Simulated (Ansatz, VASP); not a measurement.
## Two plane-wave programs on Ta2N

```
CELL_PARAMETERS angstrom
5.29657 0.00000 0.00000
-2.64829 4.58697 0.00000
0.00000 0.00000 4.93918
ATOMIC_POSITIONS crystal
Ta 0.66636 0.66636 0.75362
Ta 0.00000 0.33364 0.75362
Ta 0.33364 0.00000 0.75362
Ta 0.33364 0.33364 0.24638
Ta 0.00000 0.66636 0.24638
Ta 0.66636 0.00000 0.24638
N 0.66667 0.33333 0.50000
N 0.33333 0.66667 0.50000
N 0.00000 0.00000 0.00000
```

Alike in both runs: task single point; functional PBEsol; k mesh 6 × 6 × 8; occupations gaussian, width 0.1 eV; no spin polarisation.

|  | VASP | Ansatz |
| --- | --- | --- |
| version | VASP 6.6.1 | Ansatz 0.2.0 |
| potentials or method | VASP PAW PBE potentials, release 64 (Ta_pv, N), cutoff 520 eV | scalar-relativistic, plane waves, PAW |
| valence electrons in the cell | 81 | 93 |

|  | VASP | Ansatz | Ansatz less VASP |
| --- | --- | --- | --- |
| gap on the k mesh at the Fermi level (eV) | none | none | - |
| pressure (GPa) | -4.8 | -5.3 | -0.52 |
| traceless stress, the component that is largest in VASP (GPa) | 0.11 | 0.13 | +0.022 |
| rms of the force components (eV/Å) | 0.059 | 0.067 | +0.0076 |

VASP's potentials were made for PBE, not for PBEsol. Atom by atom the forces differ by 0.008 eV/Å (rms over components). A gap of «none» marks a metal or a gap that the smearing closes. With one functional, cell and mesh, what is left measures potentials, basis and numerics. VASP's potentials hold 81 valence electrons a cell and Ansatz's 93, so a difference there can come from the potentials and not from the codes.

Neither program's run includes spin-orbit coupling.
